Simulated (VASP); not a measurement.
# Pt (Pm-3m) in VASP: further runs, part 2 of 2

VASP 6.6.1.

### 4 Single point, RPBE

This run uses another cell than the first one, of 18.46 Å³/atom, 1.136 times its volume.

The input, INCAR:

```
SYSTEM = Pt
ALGO = Normal
EDIFF = 1E-6
ENCUT = 520
GGA = RP
ISIF = 2
ISMEAR = -1
LASPH = .TRUE.
LCHARG = .FALSE.
LREAL = .FALSE.
LWAVE = .FALSE.
NBANDS = 11
NELM = 60
PREC = Accurate
SIGMA = 0.1
```

The input, KPOINTS:

```
k-points
0
G
  13 13 13
  0 0 0
```

The input, POSCAR:

```
Pt
1.0
    2.6429346958      0.0000000000      0.0000000000
    0.0000000000      2.6429346958      0.0000000000
    0.0000000000      0.0000000000      2.6429346958
Pt
1
Direct
    0.0000000000      0.0000000000      0.0000000000
```

Potentials or basis: VASP PAW PBE potentials, release 64 (Pt).

The run is started by

```
$ cat potpaw_PBE.64/Pt/POTCAR > POTCAR
$ mpirun -np 1 vasp_std > vasp.out
```

OUTCAR:

```text
SYSTEM = Pt
   EDIFF = 1E-6
   ENCUT = 520
   GGA = RP
   ISIF = 2
   ISMEAR = -1
   LASPH = .TRUE.
   LREAL = .FALSE.
   NELM = 60
   PREC = Accurate

 ion  position               nearest neighbor table
   1  0.000  0.000  0.000-

  LATTYP: Found a simple cubic cell.
 ALAT       =     2.6429346958

  Lattice vectors:

 A1 = (   2.6429346958,   0.0000000000,   0.0000000000)
 A2 = (   0.0000000000,   2.6429346958,   0.0000000000)
 A3 = (   0.0000000000,   0.0000000000,   2.6429346958)

Analysis of symmetry for initial positions (statically):
=====================================================================
 Subroutine PRICEL returns:
 Original cell was already a primitive cell.

 Routine SETGRP: Setting up the symmetry group for a
 simple cubic supercell.

 Subroutine GETGRP returns: Found 48 space group operations
 (whereof 48 operations were pure point group operations)
 out of a pool of 48 trial point group operations.

The static configuration has the point symmetry O_h .

Analysis of symmetry for dynamics (positions and initial velocities):
=====================================================================
 Subroutine PRICEL returns:
 Original cell was already a primitive cell.

 Routine SETGRP: Setting up the symmetry group for a
 simple cubic supercell.

 Subroutine GETGRP returns: Found 48 space group operations
 (whereof 48 operations were pure point group operations)
 out of a pool of 48 trial point group operations.

The dynamic configuration has the point symmetry O_h .

 Subroutine INISYM returns: Found 48 space group operations
 (whereof 48 operations are pure point group operations),
 and found     1 'primitive' translations

[... 114 lines left out ...]
  Fermi-wavevector in a.u.,A,eV,Ry     =   1.334510  2.521858 24.230835  1.780916
  Thomas-Fermi vector in A             =   2.463286
   LORBIT       =      0    0 simple, 1 ext, 2 COOP (PROOUT), +10 PAW based schemes
   GGA     = RP    functional components
   LHFCALC =     F    Hartree Fock is set to
   AEXX    =    0.0000 exact exchange contribution
   IVDW    =     0    specifies the selected vdW correction
   LEPSILON=     F    determine dielectric tensor
   LRPA    =     F    only Hartree local field effects (RPA)
 non-spin polarized calculation
  energy-cutoff  :      520.00
  volume of cell :       18.46
 maximum number of plane-waves:       509
 NGX is ok and might be reduce to    20
   NGX =  9   NGY =  9   NGZ =  9

 number of electron      10.0000001 magnetization

 Free energy of the ion-electron system (eV)
  ---------------------------------------------------
  ext. energy  EPLUGINS =         0.00000000
  ---------------------------------------------------
  free energy    TOTEN  =        -5.06419081 eV

  energy without entropy =       -5.02035132  energy(sigma->0) =       -5.04227107

 E-fermi :   7.9835     XC(G=0): -12.0640

 val. band max:        7.9812895565   @ k =   0.1538   0.0769   0.0769
 cond. band min:       7.9879061414   @ k =   0.3846   0.3846   0.1538
 fundamental gap:      0.0066165849
 Fermi energy:         7.9834869302

 k-point     1 :       0.0000    0.0000    0.0000
  band No.  band energies     occupation
      1      -0.1887      2.00000
      2       2.5195      2.00000
      3       2.5195      2.00000
      4       8.2150      0.17971
      5       8.2150      0.17971
      6       8.2150      0.17970
      7      23.0395      0.00000
      8      23.0395      0.00000
      9      23.0395      0.00000
     10      28.6184      0.00000
     11      31.2652      0.00000
[... 309 lines left out ...]
 k-point    24 :       0.3846    0.3077    0.0000
  band No.  band energies     occupation
      1       3.0197      2.00000
      2       3.4383      2.00000
      3       6.3835      2.00000
      4       6.6278      2.00000
      5       7.0489      1.99983
      6       8.5463      0.00716
      7      15.1506      0.00000
      8      19.7454      0.00000
      9      24.4734      0.00000
     10      28.6945      0.00000
     11      31.4029      0.00000

 [... further k-points ...]

------------------------ aborting loop because EDIFF is reached ----------------------------------------

  FORCE on cell =-STRESS in cart. coord.  units (eV):
  Direction    XX          YY          ZZ          XY          YZ          ZX
  --------------------------------------------------------------------------------------
  -------------------------------------------------------------------------------------
  Total       -0.0485688     -0.0485688     -0.0485688     -0.0000000      0.0000000     -0.0000000
  in kB       -4.2151067     -4.2151067     -4.2151067     -0.0000000      0.0000000     -0.0000000
  external PRESSURE =      -4.2151067 kB  Pullay stress =       0.0000000 kB

 VOLUME and BASIS-vectors are now :
 -----------------------------------------------------------------------------
  energy-cutoff  :      520.00
  volume of cell :       18.46
      direct lattice vectors                 reciprocal lattice vectors
     2.642934696  0.000000000  0.000000000     0.378367275  0.000000000  0.000000000
     0.000000000  2.642934696  0.000000000     0.000000000  0.378367275  0.000000000
     0.000000000  0.000000000  2.642934696     0.000000000  0.000000000  0.378367275

 POSITION                                       TOTAL-FORCE (eV/Angst)
 -----------------------------------------------------------------------------------
      0.00000      0.00000      0.00000         0.000000      0.000000      0.000000
 -----------------------------------------------------------------------------------
    total drift:                               -0.000000      0.000000      0.000000

  FREE ENERGIE OF THE ION-ELECTRON SYSTEM (eV)
  ---------------------------------------------------
  free  energy   TOTEN  =        -5.0641908141 eV

  energy  without entropy=       -5.0203513220  energy(sigma->0) =       -5.04227107
```

It took 6.7 s on 1 thread of Intel Xeon 6975P-C (Granite Rapids), shared host; peak memory 0.13 GiB.

Results:

| Property | Result |
| --- | --- |
| Free energy | -5.0642 eV |
| Pressure | -0.4 GPa |
| Band gap on the k mesh | zero (band 5 reaches 9.68 eV, above the bottom of band 6 at 6.97 eV) |

Levels at points of the mesh, in eV from the Fermi level:
```tsv
k point	band 2	band 3	band 4	band 5	band 6	band 7	band 8	band 9
(0.00, 0.00, 0.00)	-5.46	-5.46	0.23	0.23	0.23	15.06	15.06	15.06
```

Caveat: the PAW data sets were made with another functional, which shifts forces and pressure a little; spin-orbit coupling is left out, which moves the levels of the heavy elements.

### 5 Single point, RPBE (volume scaled by 1.04)

The input, INCAR:

```
PREC     = Accurate       # precision mode
ENCUT    = 520            # plane-wave cutoff, eV
EDIFF    = 1E-6           # SCF threshold, eV
ISMEAR   = -1             # smearing method
SIGMA    = 0.1            # smearing width, eV
LREAL    = F              # projectors in reciprocal space
LASPH    = T              # aspherical terms in the spheres
NELM     = 100            # most SCF steps
ALGO     = Normal         # electronic algorithm
ISIF     = 2              # what is computed and relaxed
LWAVE    = F              # write WAVECAR
LCHARG   = T              # write CHGCAR
GGA      = RP             # functional
LELF     = T              # ELF
LVHAR    = T            
NBANDS   = 11             # bands
```

The input, KPOINTS:

```
Automatic mesh
0
Gamma
  13 13 13
```

The input, POSCAR:

```
Pt
1.0
    2.6777141407      0.0000000000      0.0000000000
    0.0000000000      2.6777141407      0.0000000000
    0.0000000000      0.0000000000      2.6777141407
Pt
1
Direct
    0.0000000000      0.0000000000      0.0000000000
```

The run is started by

```
$ cat potpaw_PBE.64/Pt/POTCAR > POTCAR
$ mpirun -np 1 vasp_std > vasp.out
```

Run time: 5.3 s. Hardware: 1 thread of Intel Xeon 6975P-C (Granite Rapids), shared host; peak memory 0.13 GiB.

It converged, with:

| Property | Result |
| --- | --- |
| Free energy | -5.0488 eV |
| Pressure | -6.2 GPa |
| Band gap on the k mesh | zero (band 5 reaches 8.97 eV, above the bottom of band 6 at 6.44 eV) |

Levels at points of the mesh, in eV from the Fermi level:
```tsv
k point	band 2	band 3	band 4	band 5	band 6	band 7	band 8	band 9
(0.00, 0.00, 0.00)	-5.16	-5.16	0.20	0.20	0.20	14.84	14.84	14.84
```

Caveat: the cell differs from its parent crystal (volume scaled by 1.04); the PAW data sets were made with another functional, which shifts forces and pressure a little; spin-orbit coupling is left out, which moves the levels of the heavy elements.

### 6 Single point, RPBE (volume scaled by 1.08)

The input, INCAR:

```
SYSTEM = Pt
  ALGO = Normal
  EDIFF = 1E-6
  ENCUT = 520
  GGA = RP
  ISIF = 2
  ISMEAR = -1
  LASPH = .TRUE.
  LCHARG = .FALSE.
  LREAL = .FALSE.
  LWAVE = .FALSE.
  NBANDS = 11
  NELM = 60
  PREC = Accurate
  SIGMA = 0.1
```

The input, KPOINTS:

```
k-points
0
G
  13 13 13
  0 0 0
```

The input, POSCAR:

```
Pt
1.0
    2.7116128551      0.0000000000      0.0000000000
    0.0000000000      2.7116128551      0.0000000000
    0.0000000000      0.0000000000      2.7116128551
Pt
1
Direct
    0.0000000000      0.0000000000      0.0000000000
```

Potentials or basis: VASP PAW PBE potentials, release 64 (Pt).

The run is started by

```
$ cat potpaw_PBE.64/Pt/POTCAR > POTCAR
$ mpirun -np 1 vasp_std > vasp.out
```

Run time: 6.4 s. Hardware: 1 thread of Intel Xeon 6975P-C (Granite Rapids), shared host; peak memory 0.13 GiB.

It converged, with:

```
Free energy            : -5.0098 eV
Pressure               : -10.7 GPa
Band gap on the k mesh : zero (band 5 reaches 8.32 eV, above the bottom of band 6 at 5.95 eV)
```

Levels at points of the mesh, in eV from the Fermi level:
| k point | band 1 | band 2 | band 3 | band 4 | band 5 | band 6 | band 7 | band 8 | band 9 | band 10 |
| --- | --- | --- | --- | --- | --- | --- | --- | --- | --- | --- |
| (0.00, 0.00, 0.00) | -7.50 | -4.87 | -4.87 | 0.18 | 0.18 | 0.18 | 14.63 | 14.63 | 14.63 | 19.81 |

Caveat: the cell differs from its parent crystal (volume scaled by 1.08); the PAW data sets were made with another functional, which shifts forces and pressure a little; spin-orbit coupling is left out, which moves the levels of the heavy elements.

### 7 Single point, RPBE (volume scaled by 1.12)

The input, INCAR:

```
SYSTEM = Pt
ALGO = Normal
EDIFF = 1E-7
ENCUT = 520
GGA = RP
ISIF = 2
ISMEAR = -1
LASPH = .True.
LCHARG = .False.
LREAL = .False.
LWAVE = .False.
NBANDS = 11
NELM = 100
PREC = Accurate
SIGMA = 0.1
```

The input, KPOINTS:

```
k-points
0
Gamma
  13 13 13
  0 0 0
```

The input, POSCAR:

```
Pt
1.0
    2.7446845639      0.0000000000      0.0000000000
    0.0000000000      2.7446845639      0.0000000000
    0.0000000000      0.0000000000      2.7446845639
Pt
1
Direct
    0.0000000000      0.0000000000      0.0000000000
```

The run is started by

```
$ cat potpaw_PBE.64/Pt/POTCAR > POTCAR
$ mpirun -np 1 vasp_std > vasp.out
```

It took 5.4 s on 1 thread of Intel Xeon 6975P-C (Granite Rapids), shared host; peak memory 0.13 GiB.

The run converged. Its results:

```
Free energy            : -4.9526 eV
Pressure               : -14.1 GPa
Band gap on the k mesh : zero (band 5 reaches 7.72 eV, above the bottom of band 6 at 5.50 eV)
```

Levels at points of the mesh, in eV from the Fermi level:
```tsv
k point	band 2	band 3	band 4	band 5	band 6	band 7	band 8	band 9
(0.00, 0.00, 0.00)	-4.62	-4.62	0.15	0.15	0.15	14.43	14.43	14.43
```

Caveat: the cell differs from its parent crystal (volume scaled by 1.12); the PAW data sets were made with another functional, which shifts forces and pressure a little; spin-orbit coupling is left out, which moves the levels of the heavy elements.

### 8 Summary

| cell | gap on the mesh (eV) | pressure (GPa) |
| --- | --- | --- |
| a = 2.533 Å, 1 atom | none | 29.7 |
| a = 2.570 Å, 1 atom | none | 16.9 |
| a = 2.643 Å, 1 atom | none | -0.4 |
| a = 2.678 Å, 1 atom | none | -6.2 |
| a = 2.712 Å, 1 atom | none | -10.7 |
| a = 2.745 Å, 1 atom | none | -14.1 |

Alike in all rows: task single point; level RPBE; potentials or basis VASP PAW PBE potentials, release 64 (Pt); no spin polarisation; k mesh 13 × 13 × 13; cutoff (eV) 520; smearing fermi-dirac 0.1 eV.

Caveats: the PAW data sets were made with another functional, which shifts forces and pressure a little; spin-orbit coupling is left out, which moves the levels of the heavy elements.

Absolute energies hang on the potentials; compare differences alone.
